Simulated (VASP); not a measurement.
# VCrC2 (R-3m) in VASP: single point with PBEsol+U

Aim: the single point of VCrC2 with PBEsol+U.

Program: VASP 6.6.1. These are calculated values, not measurements. Logs are shortened: lines on timing, memory, paths and dates and some standing lists are left out, and cuts for length are marked.

## 1. The cell of the first run

The structure is trigonal, space group R-3m (No. 166). Conventional cell: a = 2.921 Å, b = 2.921 Å, c = 14.218 Å, α = 90.00°, β = 90.00°, γ = 120.00°. Cr (site symmetry -3m) has 6 C at 2.05 Å within 2.7 Å. Within 2.7 Å of V (site symmetry -3m) lie 6 C at 2.07 Å. C (site symmetry 3m) has 3 Cr at 2.05 Å and 3 V at 2.07 Å within 2.7 Å.

## 2. Single point, PBEsol+U, collinear spin, ferromagnetic start

INCAR

```
SYSTEM = VCrC2
PREC = Accurate
ENCUT = 520
EDIFF = 1E-7
ISMEAR = -1
SIGMA = 0.05
LREAL = .FALSE.
LASPH = .TRUE.
NELM = 150
ALGO = Fast
ISIF = 2
LWAVE = .FALSE.
LCHARG = .FALSE.
ISPIN = 2
MAGMOM = 3 2 0 0
LORBIT = 11
LMAXMIX = 4
LDAU = .TRUE.
LDAUTYPE = 2
LDAUL = 2 2 -1
LDAUU = 3 3 0
LDAUJ = 0 0 0
LDAUPRINT = 1
GGA = PS
NBANDS = 28
```

KPOINTS

```
regular mesh
0
G
  11 11 11
  0 0 0
```

POSCAR

```
VCrC2
1.0
    1.4606320425      0.8432963029      4.7393853233
   -1.4606320425      0.8432963029      4.7393853233
    0.0000000000     -1.6865926058      4.7393853233
Cr V C
1 1 2
Direct
    0.5000000000      0.5000000000      0.5000000000
    0.0000000000      0.0000000000      0.0000000000
    0.2487590000      0.2487590000      0.2487590000
    0.7512410000      0.7512410000      0.7512410000
```

Potentials or basis: VASP PAW PBE potentials, release 64 (Cr_pv, V_sv, C).

Started as:

```bash
> cat potpaw_PBE.64/Cr_pv/POTCAR potpaw_PBE.64/V_sv/POTCAR potpaw_PBE.64/C/POTCAR > POTCAR
> mpirun -np 1 vasp_std > vasp.out
```

OUTCAR:

```text
SYSTEM = VCrC2
   PREC = Accurate
   ENCUT = 520
   EDIFF = 1E-7
   ISMEAR = -1
   LREAL = .FALSE.
   LASPH = .TRUE.
   NELM = 150
   ISIF = 2
   ISPIN = 2
   LORBIT = 11
   GGA = PS

 ion  position               nearest neighbor table
   1  0.500  0.500  0.500-   3 2.05   4 2.05   3 2.05   3 2.05   4 2.05   4 2.05   2 2.91   2 2.91
                             2 2.91   2 2.91   2 2.91   2 2.91
   2  0.000  0.000  0.000-   4 2.07   3 2.07   4 2.07   4 2.07   3 2.07   3 2.07   1 2.91   1 2.91
                             1 2.91   1 2.91   1 2.91   1 2.91
   3  0.249  0.249  0.249-   1 2.05   1 2.05   1 2.05   2 2.07   2 2.07   2 2.07
   4  0.751  0.751  0.751-   1 2.05   1 2.05   1 2.05   2 2.07   2 2.07   2 2.07

  LATTYP: Found a trigonal (rhomboedric) cell.
 ALAT       =     5.0305434956
 COS(alpha) =     0.8313905832

  Lattice vectors:

 A1 = (   1.4606320425,   0.8432963029,   4.7393853233)
 A2 = (  -1.4606320425,   0.8432963029,   4.7393853233)
 A3 = (   0.0000000000,  -1.6865926058,   4.7393853233)

Analysis of symmetry for initial positions (statically):
=====================================================================
 Subroutine PRICEL returns:
 Original cell was already a primitive cell.

 Routine SETGRP: Setting up the symmetry group for a
 trigonal (rhombohedral) supercell.

 Subroutine GETGRP returns: Found 12 space group operations
 (whereof 12 operations were pure point group operations)
 out of a pool of 12 trial point group operations.

The static configuration has the point symmetry D_3d.

Analysis of symmetry for dynamics (positions and initial velocities):
=====================================================================
 Subroutine PRICEL returns:
 Original cell was already a primitive cell.

 Routine SETGRP: Setting up the symmetry group for a
 trigonal (rhombohedral) supercell.

 Subroutine GETGRP returns: Found 12 space group operations
 (whereof 12 operations were pure point group operations)
 out of a pool of 12 trial point group operations.

The dynamic configuration has the point symmetry D_3d.

Analysis of structural, dynamic, and magnetic symmetry:
=====================================================================
[... 217 lines left out ...]
  o =  0.2873  v =  0.0000  0.0000  0.0000  0.0000  0.0000 -0.9425  0.0000 -0.0000  0.3341  0.0000      0.0000  0.0000  0.0000  0.0000  0.0000  0.0000  0.0000  0.0000  0.0000  0.0000
  o =  0.4042  v =  0.0000  0.0000  0.0000  0.0000  0.0000  0.0000 -0.9425  0.0000  0.0000 -0.3341      0.0000  0.0000  0.0000  0.0000  0.0000  0.0000  0.0000  0.0000  0.0000  0.0000
  o =  0.4042  v =  0.0000  0.0000  0.0000  0.0000  0.0000  0.3341  0.0000 -0.0000  0.9425  0.0000      0.0000  0.0000  0.0000  0.0000  0.0000  0.0000  0.0000  0.0000  0.0000  0.0000
  o =  0.4262  v =  0.0000 -0.7408  0.0000  0.0000 -0.6717  0.0000  0.0000  0.0000  0.0000  0.0000      0.0000  0.0000  0.0000  0.0000  0.0000  0.0000  0.0000  0.0000  0.0000  0.0000
  o =  0.4262  v =  0.6717  0.0000 -0.0000  0.7408  0.0000  0.0000  0.0000  0.0000  0.0000  0.0000      0.0000  0.0000  0.0000  0.0000  0.0000  0.0000  0.0000  0.0000  0.0000  0.0000

 number of electron      32.9999997 magnetization       1.9230564

 Free energy of the ion-electron system (eV)
  ---------------------------------------------------
  ext. energy  EPLUGINS =         0.00000000
  ---------------------------------------------------
  free energy    TOTEN  =       -33.79747973 eV

  energy without entropy =      -33.78143268  energy(sigma->0) =      -33.78945621

 E-fermi :  10.9405     XC(G=0): -13.6890

 val. band max:       10.9360899474   @ k =   0.3636   0.1818   0.1818
 cond. band min:      10.9413251297   @ k =  -0.3636   0.3636   0.1818
 fundamental gap:      0.0052351824
 Fermi energy:        10.9405196504

 spin component 1

 k-point     1 :       0.0000    0.0000    0.0000
  band No.  band energies     occupation
      1     -54.1638      1.00000
      2     -33.1444      1.00000
      3     -32.9203      1.00000
      4     -32.9203      1.00000
      5     -28.1099      1.00000
      6     -27.9657      1.00000
[... 1481 lines left out ...]
     27      23.3490      0.00000
     28      23.8448      0.00000

 [... further k-points ...]

------------------------ aborting loop because EDIFF is reached ----------------------------------------

  FORCE on cell =-STRESS in cart. coord.  units (eV):
  Direction    XX          YY          ZZ          XY          YZ          ZX
  --------------------------------------------------------------------------------------
  -------------------------------------------------------------------------------------
  Total        2.0417681      2.0417681      0.6333712      0.0000000      0.0000000      0.0000000
  in kB       93.3948039     93.3948039     28.9717425      0.0000000      0.0000000      0.0000000
  external PRESSURE =      71.9204501 kB  Pullay stress =       0.0000000 kB

 VOLUME and BASIS-vectors are now :
 -----------------------------------------------------------------------------
  energy-cutoff  :      520.00
  volume of cell :       35.03
      direct lattice vectors                 reciprocal lattice vectors
     1.460632042  0.843296303  4.739385323     0.342317562  0.197637137  0.070332609
    -1.460632042  0.843296303  4.739385323    -0.342317562  0.197637137  0.070332609
     0.000000000 -1.686592606  4.739385323     0.000000000 -0.395274273  0.070332609

 POSITION                                       TOTAL-FORCE (eV/Angst)
 -----------------------------------------------------------------------------------
      0.00000      0.00000      7.10908         0.000000      0.000000     -0.000000
      0.00000      0.00000      0.00000         0.000000     -0.000000     -0.000000
      0.00000      0.00000      3.53689         0.000000      0.000000      0.571759
      0.00000      0.00000     10.68126         0.000000     -0.000000     -0.571759
 -----------------------------------------------------------------------------------
    total drift:                                0.000000      0.000000      0.000000

  FREE ENERGIE OF THE ION-ELECTRON SYSTEM (eV)
  ---------------------------------------------------
  free  energy   TOTEN  =       -33.7974797327 eV

  energy  without entropy=      -33.7814326848  energy(sigma->0) =      -33.78945621

 total charge

# of ion       s       p       d       tot
------------------------------------------
    1        0.328   6.451   4.348  11.128
    2        2.286   6.351   3.095  11.732
    3        0.886   1.539   0.000   2.425
    4        0.886   1.539   0.000   2.425
--------------------------------------------------
tot          4.387  15.880   7.443  27.710

 magnetization (x)

# of ion       s       p       d       tot
------------------------------------------
    1        0.012   0.021   2.339   2.371
    2       -0.007  -0.018  -0.186  -0.212
    3       -0.013  -0.083   0.000  -0.096
    4       -0.013  -0.083   0.000  -0.096
--------------------------------------------------
tot         -0.022  -0.164   2.152   1.967
```

OSZICAR:

```text
N       E                     dE             d eps       ncg     rms          rms(c)
DAV:   1     0.348403751284E+03    0.34840E+03   -0.17191E+04 16368   0.136E+03
DAV:   2    -0.237725320139E+02   -0.37218E+03   -0.35152E+03 16580   0.421E+02
DAV:   3    -0.444116594640E+02   -0.20639E+02   -0.20043E+02 17924   0.102E+02
[... 14 lines left out ...]
RMM:  18    -0.337974756893E+02   -0.89587E-05   -0.58457E-05 20721   0.544E-02    0.201E-02
RMM:  19    -0.337974756368E+02    0.52419E-07   -0.13924E-05 20274   0.255E-02    0.925E-03
RMM:  20    -0.337974791903E+02   -0.35534E-05   -0.56218E-06 20745   0.153E-02    0.433E-03
RMM:  21    -0.337974797536E+02   -0.56338E-06   -0.23517E-06 20233   0.840E-03    0.180E-03
RMM:  22    -0.337974797327E+02    0.20972E-07   -0.39694E-07 16499   0.339E-03
   1 F= -.33797480E+02 E0= -.33789456E+02  d E =-.160470E-01  mag=     1.9230
```

stdout:

```text
POSCAR found type information on POSCAR CrV C
 POSCAR found :  3 types and       4 ions
 scaLAPACK will be used
 -----------------------------------------------------------------------------
|                                                                             |
|                                                                             |
|     You enforced a specific xc type in the INCAR file but a different       |
|     I HOPE YOU KNOW WHAT YOU ARE DOING!                                     |
|                                                                             |
 -----------------------------------------------------------------------------

 LDA part: xc-table for (Slater+PW92), standard interpolation
 POSCAR, INCAR and KPOINTS ok, starting setup
 FFT: planning ... GRIDC
 FFT: planning ... GRID_SOFT
 FFT: planning ... GRID
 WAVECAR not read
 entering main loop
WARNING in EDDRMM: call to ZHEGV failed, returncode =   8  4     25
WARNING in EDDRMM: call to ZHEGV failed, returncode =   8  4     26
WARNING in EDDRMM: call to ZHEGV failed, returncode =   8  4     25
```

Wall time 18 min (1 thread of Oxide Virtual Turin-like, shared host); peak memory 0.42 GiB.

What came out:

```yaml
Free_energy: -33.7975 eV
Pressure: 7.2 GPa
Largest_force: 0.572 eV/Å
Net_moment: 1.92 μB per cell
Site_moments: Cr +2.37; V -0.21; C -0.10 μB
Valence_electrons_inside_the_program's_atomic_spheres: Cr 11.13; V 11.73; C 2.42
```

Forces in eV/Å, atoms in the order of the input:
```
Cr   0.000  0.000  0.000
V    0.000  0.000  0.000
C    0.000  0.000  0.572
C    0.000  0.000 -0.572
```

Stress tensor (GPa, compression positive):
```
9.34 0.00 0.00
0.00 9.34 0.00
0.00 0.00 2.90
```

Eigenvalues of the final occupation matrices:
```csv
site,spin,trace,eigenvalues
site 1 d,1,3.37,0.49 0.49 0.77 0.77 0.83
site 1 d,2,1.02,0.12 0.12 0.13 0.33 0.33
site 2 d,1,1.47,0.20 0.21 0.21 0.43 0.43
site 2 d,2,1.66,0.28 0.29 0.29 0.40 0.40
```

Caveat: the stress differs along the axes, from 3 to 9 GPa; an empty level that is flat over the whole mesh can mark a ghost state of the potentials, or a narrow d or f band; the PAW data sets were made with another functional, which shifts forces and pressure a little; the U is typed as a test and isn't derived for this compound.
